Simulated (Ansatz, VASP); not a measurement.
**One calculation of LaNiI, two programs**

```xyz
3
Lattice="5.2513 0.0000 0.0000 -2.6256 4.5477 0.0000 0.0000 0.0000 3.7080" Properties=species:S:1:pos:R:3 pbc="T T T"
La    0.0000    0.0000    1.8540
Ni    0.0000    3.0318    0.0000
I     2.6256    1.5159    1.8540
```

Alike in both runs: functional PBE; k mesh 6 × 6 × 6; occupations gaussian, width 0.1 eV; collinear spin.

Ansatz relaxed the structure, and its values are those at the end. VASP's run is a single point on that final structure, the one shown.

|  | VASP | Ansatz |
| --- | --- | --- |
| version | VASP 6.6.1 | Ansatz 0.2.0 |
| potentials or method | VASP PAW PBE potentials, release 64 (La, Ni, I), cutoff 520 eV | scalar-relativistic, plane waves, PAW |
| valence electrons in the cell | 28 | 46 |

|  | VASP | Ansatz | Ansatz less VASP |
| --- | --- | --- | --- |
| gap on the k mesh at the Fermi level (eV) | none | none | - |
| pressure (GPa) | 0.2 | 0.2 | 0.00 |
| net moment per atom (μB) | 0.05 | 0.05 | +0.001 |
| size of the moment on the site where the two differ most (μB) | 0.31 | 0.31 | +0.005 |

Site moments also hang on the region over which each program counts them. A gap of «none» marks a metal or a gap that the smearing closes. VASP's potentials hold 28 valence electrons a cell and Ansatz's 46, so a difference there can come from the potentials and not from the codes.

Spin-orbit coupling is off throughout.
